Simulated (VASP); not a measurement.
# LaTaTl3 (R-3m) in VASP: further runs

The runs below take LaTaTl3 through single point, relaxation of cell and atoms, with PBE.

All numbers are computed with VASP 6.6.1; they aren't measurements. Logs are shortened: lines on timing, memory, paths and dates and some standing lists are left out, and cuts for length are marked.

**1. The cell of the first run**

It takes space group R-3m (No. 166, trigonal). The conventional cell has a = 6.944 Å, b = 6.944 Å, c = 11.576 Å, α = 90.00°, β = 90.00°, γ = 120.00°. La (site symmetry -3m) has 6 Tl at 2.78 Å within 3.7 Å. Ta (site symmetry -3m) has 12 Tl at 3.47 to 4.35 Å and 6 La at 4.45 Å within 4.6 Å. Within 3.7 Å of Tl (site symmetry 2/m) lie 2 La at 2.78 Å and 4 Tl at 3.47 Å and 2 Ta at 3.47 Å.

The cell was generated, and may not be a known phase.

**2. Single point, PBE**

INCAR reads:

```
SYSTEM = LaTaTl3
PREC     = Accurate       ! precision mode
ENCUT    = 520            ! plane-wave cutoff, eV
EDIFF    = 1E-6           ! SCF threshold, eV
ISMEAR   = 0              ! smearing method
SIGMA    = 0.1            ! smearing width, eV
LREAL    = .FALSE.        ! projectors in reciprocal space
LASPH    = .TRUE.         ! aspherical terms in the spheres
NELM     = 100            ! most SCF steps
ALGO     = Normal         ! electronic algorithm
ISIF     = 2              ! what is computed and relaxed
LWAVE    = .FALSE.        ! write WAVECAR
LCHARG   = .FALSE.        ! write CHGCAR
GGA      = PE             ! functional
NBANDS   = 38             ! bands
```

KPOINTS reads:

```
regular mesh
0
G
  3 3 3
  0 0 0
```

POSCAR reads:

```
LaTaTl3
1.0
    3.4721586500      2.0046517300      3.8586966900
   -3.4721586500      2.0046517300      3.8586966900
    0.0000000000     -4.0093034600      3.8586966900
La Ta Tl
1 1 3
Direct
    0.0000000000      0.0000000000      0.0000000000
    0.5000000000      0.5000000000      0.5000000000
    0.0000000000      0.0000000000      0.5000000000
    0.5000000000      0.0000000000      0.0000000000
    0.0000000000      0.5000000000      0.0000000000
```

Potentials or basis: VASP PAW PBE potentials, release 64 (La, Ta_pv, Tl_d).

Launch:

```console
$ cat potpaw_PBE.64/La/POTCAR potpaw_PBE.64/Ta_pv/POTCAR potpaw_PBE.64/Tl_d/POTCAR > POTCAR
$ mpirun -np 1 vasp_std > vasp.out
```

OUTCAR:

```text
SYSTEM = LaTaTl3
   PREC = Accurate
   ENCUT = 520
   EDIFF = 1E-6
   ISMEAR = 0
   LREAL = .FALSE.
   LASPH = .TRUE.
   NELM = 100
   ISIF = 2
   GGA = PE

 ion  position               nearest neighbor table
   1  0.000  0.000  0.000-   3 2.78   3 2.78   5 2.78   4 2.78   5 2.78   4 2.78
   2  0.500  0.500  0.500-   4 3.47   5 3.47   4 3.47   5 3.47   3 3.47   3 3.47
   3  0.000  0.000  0.500-   1 2.78   1 2.78   4 3.47   5 3.47   5 3.47   4 3.47   2 3.47   2 3.47

   4  0.500  0.000  0.000-   1 2.78   1 2.78   3 3.47   2 3.47   2 3.47   3 3.47   5 3.47   5 3.47

   5  0.000  0.500  0.000-   1 2.78   1 2.78   3 3.47   2 3.47   3 3.47   2 3.47   4 3.47   4 3.47

  LATTYP: Found a trigonal (rhomboedric) cell.
 ALAT       =     5.5645354159
 COS(alpha) =     0.2212979904

  Lattice vectors:

 A1 = (   3.4721586500,   2.0046517300,   3.8586966900)
 A2 = (  -3.4721586500,   2.0046517300,   3.8586966900)
 A3 = (   0.0000000000,  -4.0093034600,   3.8586966900)

Analysis of symmetry for initial positions (statically):
=====================================================================
 Subroutine PRICEL returns:
 Original cell was already a primitive cell.

 Routine SETGRP: Setting up the symmetry group for a
 trigonal (rhombohedral) supercell.

 Subroutine GETGRP returns: Found 12 space group operations
 (whereof 12 operations were pure point group operations)
 out of a pool of 12 trial point group operations.

The static configuration has the point symmetry D_3d.

Analysis of symmetry for dynamics (positions and initial velocities):
=====================================================================
 Subroutine PRICEL returns:
 Original cell was already a primitive cell.

 Routine SETGRP: Setting up the symmetry group for a
 trigonal (rhombohedral) supercell.

 Subroutine GETGRP returns: Found 12 space group operations
 (whereof 12 operations were pure point group operations)
 out of a pool of 12 trial point group operations.

The dynamic configuration has the point symmetry D_3d.

 Subroutine INISYM returns: Found 12 space group operations
 (whereof 12 operations are pure point group operations),
 and found     1 'primitive' translations

----------------------------------------------------------------------------------------

                                     Primitive cell

  volume of cell :     161.1500

  direct lattice vectors                    reciprocal lattice vectors
     3.472158650  2.004651730  3.858696690     0.144002637  0.083139961  0.086384953
    -3.472158650  2.004651730  3.858696690    -0.144002637  0.083139961  0.086384953
     0.000000000 -4.009303460  3.858696690     0.000000000 -0.166279922  0.086384953

  length of vectors
     5.564535416  5.564535416  5.564535415     0.187380289  0.187380289  0.187380289

  position of ions in fractional coordinates (direct lattice)
     0.000000000  0.000000000  0.000000000
     0.500000000  0.500000000  0.500000000
     0.000000000  0.000000000  0.500000000
     0.500000000  1.000000000  0.000000000
     1.000000000  0.500000000  0.000000000

  ion indices of the primitive-cell ions
   primitive index   ion index
                 1           1
                 2           2
                 3           3
                 4           4
                 5           5

----------------------------------------------------------------------------------------

 KPOINTS: regular mesh

Automatic generation of k-mesh.
 Grid dimensions read from file:
 generate k-points for:    3    3    3

 Generating k-lattice:

  Cartesian coordinates                     Fractional coordinates (reciprocal lattice)
     0.048000879  0.027713320  0.028794984     0.333333333 -0.000000000  0.000000000
    -0.048000879  0.027713320  0.028794984    -0.000000000  0.333333333  0.000000000
     0.000000000 -0.055426641  0.028794984     0.000000000  0.000000000  0.333333333

  Length of vectors
     0.062460096  0.062460096  0.062460096

  Shift w.r.t. Gamma in fractional coordinates (k-lattice)
     0.000000000  0.000000000  0.000000000

 Subroutine IBZKPT returns following result:
 ===========================================

 Found      6 irreducible k-points:

 Following reciprocal coordinates:
            Coordinates               Weight
  0.000000  0.000000  0.000000      1.000000
  0.333333 -0.000000  0.000000      6.000000
  0.333333  0.333333  0.000000      6.000000
 -0.333333  0.333333  0.000000      6.000000
  0.333333  0.333333  0.333333      2.000000
 -0.333333  0.333333  0.333333      6.000000
   k-points           NKPTS =      6   k-points in BZ     NKDIM =      6   number of bands    NBANDS=     38
   number of dos      NEDOS =    301   number of ions     NIONS =      5
   total plane-waves  NPLWV =  74088
   dimension x,y,z NGX =    42 NGY =   42 NGZ =   42
   dimension x,y,z NGXF=    84 NGYF=   84 NGZF=   84
   ions per type =               1   1   3
   NGX,Y,Z   is equivalent  to a cutoff of  12.55, 12.55, 12.55 a.u.
   NGXF,Y,Z  is equivalent  to a cutoff of  25.10, 25.10, 25.10 a.u.
 SYSTEM =  LaTaTl3
   PREC   = accura    normal or accurate (medium, high low for compatibility)
   ISTART =      0    job   : 0-new  1-cont  2-samecut
   ICHARG =      2    charge: 1-file 2-atom 10-const
   ISPIN  =      1    spin polarized calculation?
   LNONCOLLINEAR =      F non collinear calculations
   LSORBIT =      F    spin-orbit coupling
   LASPH  =      T    aspherical Exc in radial PAW
   ENCUT  =  520.0 eV  38.22 Ry    6.18 a.u.  10.35 10.35 10.35*2*pi/ulx,y,z
   NELM   =    100;   NELMIN=  2; NELMDL= -5     # of ELM steps
   EDIFF  = 0.1E-05   stopping-criterion for ELM
   LREAL  =      F    real-space projection
   EDIFFG = 0.1E-04   stopping-criterion for IOM
   NSW    =      0    number of steps for IOM
   IBRION =     -1    ionic relax: 0-MD 1-quasi-New 2-CG
   NFREE  =      0    steps in history (QN), initial steepest desc. (CG)
   ISIF   =      2    stress and relaxation
   ISYM   =      2    0-nonsym 1-usesym 2-fastsym
   POTIM  = 0.5000    time-step for ionic-motion
   TEBEG  =    0.0;   TEEND  =   0.0 temperature during run
   PSTRESS=    0.0 pullay stress
   NELECT =      61.0000    total number of electrons
   NUPDOWN=      -1.0000    fix difference up-down
   EMIN   =  10.00;   EMAX   =-10.00  energy-range for DOS
   EFERMI =   0.00;   METHOD = LEGACY
   ISMEAR =     0;   SIGMA  =   0.10  broadening in eV -4-tet -1-fermi 0-gaus
   EFERMI_NEDOS =   21; number of points for ismear=-14 and -15
   IALGO  =     38    algorithm
   IMIX   =      4    mixing-type and parameters
     AMIX     =   0.40;   BMIX     =  1.00
     AMIX_MAG =   1.60;   BMIX_MAG =  1.00
  volume/ion in A,a.u.               =      32.23       217.50
  Fermi-wavevector in a.u.,A,eV,Ry     =   1.184244  2.237897 19.081282  1.402435
  Thomas-Fermi vector in A             =   2.320462
   LORBIT       =      0    0 simple, 1 ext, 2 COOP (PROOUT), +10 PAW based schemes
   GGA     = PE    functional components
   LHFCALC =     F    Hartree Fock is set to
   AEXX    =    0.0000 exact exchange contribution
   IVDW    =     0    specifies the selected vdW correction
   LEPSILON=     F    determine dielectric tensor
   LRPA    =     F    only Hartree local field effects (RPA)
 non-spin polarized calculation
 Gauss-broadening in eV      SIGMA  =   0.10
  energy-cutoff  :      520.00
  volume of cell :      161.15
 maximum number of plane-waves:      4341
 NGX is ok and might be reduce to    42
   NGX = 21   NGY = 21   NGZ = 21

 number of electron      61.0000012 magnetization

 Free energy of the ion-electron system (eV)
  ---------------------------------------------------
  ext. energy  EPLUGINS =         0.00000000
  ---------------------------------------------------
  free energy    TOTEN  =       -14.48386077 eV

  energy without entropy =      -14.43298150  energy(sigma->0) =      -14.45842114

 E-fermi :   5.3761     XC(G=0):  -9.6164

 val. band max:        5.3705879938   @ k =   0.3333  -0.0000   0.0000
 cond. band min:       5.3836223661   @ k =   0.3333  -0.0000   0.0000
 fundamental gap:      0.0130343723
 Fermi energy:         5.3760762679

 k-point     1 :       0.0000    0.0000    0.0000
  band No.  band energies     occupation
      1     -30.4508      2.00000
      2     -30.3632      2.00000
      3     -30.3632      2.00000
      4     -27.2490      2.00000
      5     -11.5686      2.00000
      6     -11.2622      2.00000
[... 30 lines left out ...]
     37       7.4203      0.00000
     38       7.4596      0.00000

 k-point     2 :       0.3333   -0.0000    0.0000
  band No.  band energies     occupation
      1     -30.4508      2.00000
      2     -30.3633      2.00000
      3     -30.3632      2.00000
      4     -27.2396      2.00000
      5     -11.8441      2.00000
      6     -11.3881      2.00000
[... 30 lines left out ...]
     37       7.3961      0.00000
     38       7.5030      0.00000

 k-point     3 :       0.3333    0.3333    0.0000
  band No.  band energies     occupation
      1     -30.4508      2.00000
      2     -30.3633      2.00000
      3     -30.3633      2.00000
      4     -27.2303      2.00000
      5     -11.9879      2.00000
      6     -11.5947      2.00000
[... 30 lines left out ...]
     37       7.2349      0.00000
     38       7.3149      0.00000

 k-point     4 :      -0.3333    0.3333    0.0000
  band No.  band energies     occupation
      1     -30.4508      2.00000
      2     -30.3633      2.00000
      3     -30.3633      2.00000
      4     -27.2303      2.00000
      5     -11.9880      2.00000
      6     -11.5939      2.00000
[... 30 lines left out ...]
     37       7.3575      0.00000
     38       7.4901      0.00000

 k-point     5 :       0.3333    0.3333    0.3333
  band No.  band energies     occupation
      1     -30.4509      2.00000
      2     -30.3632      2.00000
      3     -30.3632      2.00000
      4     -27.2209      2.00000
      5     -12.1088      2.00000
      6     -11.6121      2.00000
[... 30 lines left out ...]
     37       6.2855      0.00000
     38       7.8036      0.00000

 k-point     6 :      -0.3333    0.3333    0.3333
  band No.  band energies     occupation
      1     -30.4509      2.00000
      2     -30.3633      2.00000
      3     -30.3633      2.00000
      4     -27.2209      2.00000
      5     -12.1089      2.00000
      6     -11.6115      2.00000
[... 30 lines left out ...]
     37       6.9643      0.00000
     38       7.6659      0.00000

------------------------ aborting loop because EDIFF is reached ----------------------------------------

  FORCE on cell =-STRESS in cart. coord.  units (eV):
  Direction    XX          YY          ZZ          XY          YZ          ZX
  --------------------------------------------------------------------------------------
  -------------------------------------------------------------------------------------
  Total        3.4239641      3.4239641     18.3046224      0.0000000     -0.0000000      0.0000000
  in kB       34.0415557     34.0415557    181.9872535      0.0000000     -0.0000000      0.0000000
  external PRESSURE =      83.3567883 kB  Pullay stress =       0.0000000 kB

 VOLUME and BASIS-vectors are now :
 -----------------------------------------------------------------------------
  energy-cutoff  :      520.00
  volume of cell :      161.15
      direct lattice vectors                 reciprocal lattice vectors
     3.472158650  2.004651730  3.858696690     0.144002637  0.083139961  0.086384953
    -3.472158650  2.004651730  3.858696690    -0.144002637  0.083139961  0.086384953
     0.000000000 -4.009303460  3.858696690     0.000000000 -0.166279922  0.086384953

 POSITION                                       TOTAL-FORCE (eV/Angst)
 -----------------------------------------------------------------------------------
      0.00000      0.00000      0.00000        -0.000000     -0.000000     -0.000000
      0.00000      0.00000      5.78805         0.000000      0.000000     -0.000000
      0.00000     -2.00465      1.92935        -0.000000      0.000000      0.000000
      1.73608      1.00233      1.92935        -0.000000     -0.000000      0.000000
     -1.73608      1.00233      1.92935         0.000000     -0.000000     -0.000000
 -----------------------------------------------------------------------------------
    total drift:                               -0.000000      0.000000     -0.000000

  FREE ENERGIE OF THE ION-ELECTRON SYSTEM (eV)
  ---------------------------------------------------
  free  energy   TOTEN  =       -14.4838607684 eV

  energy  without entropy=      -14.4329815048  energy(sigma->0) =      -14.45842114
```

It took 50 s on 1 thread of Intel Xeon 6975P-C (Granite Rapids), shared host; peak memory 0.28 GiB.

What came out:

```yaml
Free_energy: -14.4839 eV
Pressure: 8.3 GPa
Band_gap_on_the_k_mesh: zero (an odd number of electrons rules out a gap without spin polarisation)
```

Caveat: the k points lie up to 0.39 Å⁻¹ apart, too coarse for converged energies and pressures of a metal; spin-orbit coupling is left out, which moves the levels of the heavy elements.

**3. Single point, PBE**

This run uses another cell than the first one, of 35.84 Å³/atom.

INCAR reads:

```
SYSTEM = LaTaTl3
PREC     = Accurate       ! precision mode
ENCUT    = 520            ! plane-wave cutoff, eV
EDIFF    = 1E-6           ! SCF threshold, eV
ISMEAR   = 0              ! smearing method
SIGMA    = 0.1            ! smearing width, eV
LREAL    = .False.        ! projectors in reciprocal space
LASPH    = .True.         ! aspherical terms in the spheres
NELM     = 80             ! most SCF steps
ALGO     = Normal         ! electronic algorithm
ISIF     = 2              ! what is computed and relaxed
LWAVE    = .False.        ! write WAVECAR
LCHARG   = .False.        ! write CHGCAR
GGA      = PE             ! functional
NBANDS   = 38             ! bands
```

KPOINTS reads:

```
Automatic mesh
0
Gamma
  3 3 3
  0 0 0
```

POSCAR: that of step 2 with these lines changed.

```diff
@@ -2,5 +2,5 @@
 1.0
-    3.4721586500      2.0046517300      3.8586966900
-   -3.4721586500      2.0046517300      3.8586966900
-    0.0000000000     -4.0093034600      3.8586966900
+    3.0238417313      1.7458158376      5.6580734226
+   -3.0238417313      1.7458158376      5.6580734226
+    0.0000000000     -3.4916316752      5.6580734226
 La Ta Tl
```

Potentials or basis: VASP PAW PBE potentials, release 64 (La, Ta_pv, Tl_d).

Launch:

```console
$ cat potpaw_PBE.64/La/POTCAR potpaw_PBE.64/Ta_pv/POTCAR potpaw_PBE.64/Tl_d/POTCAR > POTCAR
$ mpirun -np 1 vasp_std > vasp.out
```

Run time: 79 s. Hardware: 1 thread of Intel Xeon 6975P-C (Granite Rapids), shared host; peak memory 0.36 GiB.

The run converged. Its results:

```yaml
Free_energy: -19.0117 eV
Pressure: 0.0 GPa
Band_gap_on_the_k_mesh: zero (an odd number of electrons rules out a gap without spin polarisation)
```

Stress tensor (GPa, compression positive):
```
-0.15  0.00  0.00
 0.00 -0.15  0.00
 0.00  0.00  0.16
```

Levels at points of the mesh, in eV from the Fermi level:
| k point | band 28 | band 29 | band 30 | band 31 | band 32 | band 33 |
| --- | --- | --- | --- | --- | --- | --- |
| (0.00, 0.00, 0.00) | -1.18 | -0.86 | -0.77 | -0.01 | -0.01 | 0.93 |

Caveat: the k points lie up to 0.42 Å⁻¹ apart, too coarse for converged energies and pressures of a metal; spin-orbit coupling is left out, which moves the levels of the heavy elements.

**4. Relaxation of cell and atoms, PBE**

INCAR reads:

```
SYSTEM = LaTaTl3
  PREC = Accurate
  ENCUT = 600
  EDIFF = 1E-6
  ISMEAR = 0
  SIGMA = 0.1
  LREAL = .FALSE.
  LASPH = .TRUE.
  NELM = 100
  ALGO = Normal
  ISIF = 3
  LWAVE = .FALSE.
  LCHARG = .FALSE.
  GGA = PE
  IBRION = 2
  NSW = 90
  EDIFFG = -0.04
```

KPOINTS reads:

```
regular mesh
0
G
  3 3 3
  0 0 0
```

POSCAR: that of step 3 with these lines changed.

```diff
@@ -2,5 +2,5 @@
 1.0
-    3.0238417313      1.7458158376      5.6580734226
-   -3.0238417313      1.7458158376      5.6580734226
-    0.0000000000     -3.4916316752      5.6580734226
+    3.4721586500      2.0046517300      3.8586966900
+   -3.4721586500      2.0046517300      3.8586966900
+    0.0000000000     -4.0093034600      3.8586966900
 La Ta Tl
```

Launch:

```console
$ cat potpaw_PBE.64/La/POTCAR potpaw_PBE.64/Ta_pv/POTCAR potpaw_PBE.64/Tl_d/POTCAR > POTCAR
$ mpirun -np 1 vasp_std > vasp.out
```

Run time: 9.2 min. Hardware: 1 thread of Intel Xeon 6975P-C (Granite Rapids), shared host; peak memory 0.39 GiB.

Results (log left out):

```yaml
Free_energy: -18.9815 eV
Relaxed_volume: 35.78 Å³/atom
Relaxed_cell: a = 6.659 Å, b = 6.659 Å, c = 6.659 Å, α = 53.88°, β = 53.88°, γ = 53.88°
Space_group_after_relaxing_to_0.1_Å: R-3m (No. 166)
Energy_gained_by_relaxing: 899.3 meV/atom
Ionic_steps: 12
Pressure_after_relaxing: 0.0 GPa
Band_gap_on_the_k_mesh: zero (an odd number of electrons rules out a gap without spin polarisation)
```

Stress tensor (GPa, compression positive):
```
 0.14  0.00  0.00
 0.00  0.14  0.00
 0.00  0.00 -0.15
```

Step by step:
| step | energy change (eV) | largest force (eV/Å) | pressure (GPa) | volume (Å³) |
| --- | --- | --- | --- | --- |
| 1 | 0.0000 | 0.0000 | 8.37 | 161.15 |
| 2 | -1.8809 | 0.0000 | -1.57 | 202.52 |
| 3 | -1.9595 | 0.0000 | -2.86 | 214.00 |
| 4 | -3.3036 | 0.0000 | -3.72 | 204.70 |
| 5 | -0.9971 | 0.0000 | 18.72 | 160.62 |
| 6 | -3.9681 | 0.0000 | -3.55 | 197.70 |
| 7 | -4.1660 | 0.0000 | 2.36 | 177.38 |
| 8 | -4.4238 | 0.0000 | -2.15 | 188.92 |
| 9 | -4.4565 | 0.0000 | -1.41 | 186.33 |
| 10 | -4.4526 | 0.0000 | -1.63 | 187.04 |
| 11 | -4.4794 | 0.0000 | 1.26 | 174.13 |
| 12 | -4.4967 | 0.0000 | 0.04 | 178.90 |

Final structure:
```
CELL_PARAMETERS angstrom
3.01669 1.74168 5.67507
-3.01669 1.74168 5.67507
0.00000 -3.48337 5.67507
ATOMIC_POSITIONS crystal
La 0.00000 0.00000 0.00000
Ta 0.50000 0.50000 0.50000
Tl 0.00000 0.00000 0.50000
Tl 0.50000 0.00000 0.00000
Tl 0.00000 0.50000 0.00000
```

Levels at points of the mesh, in eV from the Fermi level:
```
           k point  band 26  band 27  band 28  band 29  band 30  band 31  band 32  band 33  band 34  band 35
(0.00, 0.00, 0.00)    -2.37    -1.19    -1.19    -0.86    -0.80    -0.01    -0.01     0.93     0.93     1.01
```

Caveat: the k points lie up to 0.42 Å⁻¹ apart in the final cell, too coarse for converged energies and pressures of a metal; a cell axis changed by over 15 % at a fixed basis, so the end point is rough; spin-orbit coupling is left out, which moves the levels of the heavy elements.

**5. Summary**

| task | cell | cutoff (eV) | gap on the mesh (eV) | pressure (GPa) |
| --- | --- | --- | --- | --- |
| single point | a = 5.565 Å, angles 77.2°, 5 atoms | 520 | none | 8.3 |
| single point | a = 6.649 Å, angles 54.1°, 5 atoms | 520 | none | 0.0 |
| relaxation of cell and atoms | relaxed from a = 5.565 Å, angles 77.2°, 5 atoms | 600 | none | 0.0 |

Alike in all rows: level PBE; potentials or basis VASP PAW PBE potentials, release 64 (La, Ta_pv, Tl_d); no spin polarisation; k mesh 3 × 3 × 3; smearing gaussian 0.1 eV.

Caveats: all runs use coarse meshes; spin-orbit coupling is left out, which moves the levels of the heavy elements; a cell axis changed by over 15 % at a fixed basis, so the end point is rough (at least some runs).

Total energies depend on the potentials used, so only differences within one code and one set of settings carry meaning.

The gap in the log of VASP goes by the Fermi energy; the results here count the filled bands.